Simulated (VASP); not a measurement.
Cs: relaxation of volume and atoms at fixed shape with PBEsol+D4

Crystal: Cs.

```
CELL_PARAMETERS angstrom
5.56631 0.00000 0.00000
-2.78315 4.82056 0.00000
0.00000 0.00000 9.25848
ATOMIC_POSITIONS crystal
Cs 0.33333 0.66667 0.25000
Cs 0.66667 0.33333 0.75000
```

```json
{
  "Program": "VASP 6.6.1",
  "Task": "relaxation of volume and atoms at fixed shape",
  "Functional": "PBEsol",
  "Dispersion": "D4",
  "Potentials or basis": "VASP PAW PBE potentials, release 64 (Cs_sv)",
  "Cutoff": "600 eV",
  "k mesh": "3 × 3 × 2",
  "Occupations": "methfessel-paxton, width 0.05 eV",
  "Spin": "no spin polarisation",
  "Dipole correction": "no",
  "Further INCAR settings": "ALGO = Normal; EDIFF = 1e-06; IBRION = 2; EDIFFG = -0.01; NSW = 60; ISIF = 8"
}
```

```yaml
Relaxed_volume: 105.42 Å³/atom
Relaxed_cell: a = 5.270 Å, b = 5.270 Å, c = 8.766 Å, α = 90.00°, β = 90.00°, γ = 120.00°
Space_group_after_relaxing_to_0.05_Å: P6_3/mmc (No. 194)
Energy_gained_by_relaxing: 4.9 meV/atom
Ionic_steps: 4
Pressure_after_relaxing: 0.0 GPa
Band_gap_on_the_k_mesh: zero (band 9 reaches 1.40 eV, above the bottom of band 10 at -0.53 eV)
Dispersion_energy_per_atom: -0.025 eV
```

Stress tensor (GPa, compression positive):
```
 0.05  0.00  0.00
 0.00  0.05  0.00
 0.00  0.00 -0.10
```

Step by step:
| step | energy change (eV) | largest force (eV/Å) | pressure (GPa) | volume (Å³) |
| --- | --- | --- | --- | --- |
| 1 | 0.0000 | 0.0000 | -0.28 | 248.43 |
| 2 | -0.0125 | 0.0000 | -0.24 | 240.68 |
| 3 | -0.0083 | 0.0000 | -0.07 | 218.40 |
| 4 | -0.0097 | 0.0000 | 0.00 | 210.84 |

Final structure:
```xyz
2
Lattice="5.2701 0.0000 0.0000 -2.6350 4.5640 0.0000 0.0000 0.0000 8.7657" Properties=species:S:1:pos:R:3 pbc="T T T"
Cs    0.0000    3.0427    2.1914
Cs    2.6350    1.5213    6.5743
```

Levels at points of the mesh, in eV from the Fermi level:
```tsv
k point	band 6	band 7	band 8	band 9	band 10	band 11	band 12	band 13
(0.00, 0.00, 0.00)	-10.25	-10.25	-10.24	-1.51	0.16	1.06	2.66	2.72
(0.00, 0.00, 0.50)	-10.26	-10.26	-10.26	-0.87	-0.87	1.88	1.88	2.74
```

Wall time 51 s on 1 thread of Intel(R) Xeon(R) 6975P-C (Granite Rapids), on a shared host, peak memory 0.44 GiB.

Caveat: the k points lie up to 0.46 Å⁻¹ apart in the final cell; the volume moved by over 15 % at a fixed basis, so the end points are rough; the PAW data sets were made with another functional, which shifts forces and pressure a little; spin-orbit coupling is left out, which moves the levels of the heavy elements; pairwise dispersion overbinds metals, which lowers pressure and volume.
